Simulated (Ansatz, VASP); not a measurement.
**Two plane-wave programs on Ge**

```
Ge
1.0
     0.00000    2.80992    2.80992
     2.80992    0.00000    2.80992
     2.80992    2.80992    0.00000
Ge
2
Direct
  0.75000 0.75000 0.75000
  0.50000 0.50000 0.50000
```

Alike in both runs: task single point; functional PBEsol; dispersion D4; k mesh 8 × 8 × 8; occupations fermi-dirac, width 0.05 eV; no spin polarisation.

|  | VASP | Ansatz |
| --- | --- | --- |
| version | VASP 6.6.1 | Ansatz 0.2.0 |
| potentials or method | VASP PAW PBE potentials, release 64 (Ge_d) | Ansatz PAW |
| plane-wave cutoff (eV) | 520 | 420 |
| valence electrons in the cell | 28 | 28 |

|  | VASP | Ansatz | Ansatz less VASP |
| --- | --- | --- | --- |
| gap on the k mesh at the Fermi level (eV) | 0.18 | 0.17 | -0.012 |
| least direct gap on the mesh (eV) | 0.18 | 0.17 | -0.012 |
| pressure (GPa) | 0.7 | 0.8 | +0.10 |

VASP's potentials were made for PBE, not for PBEsol.
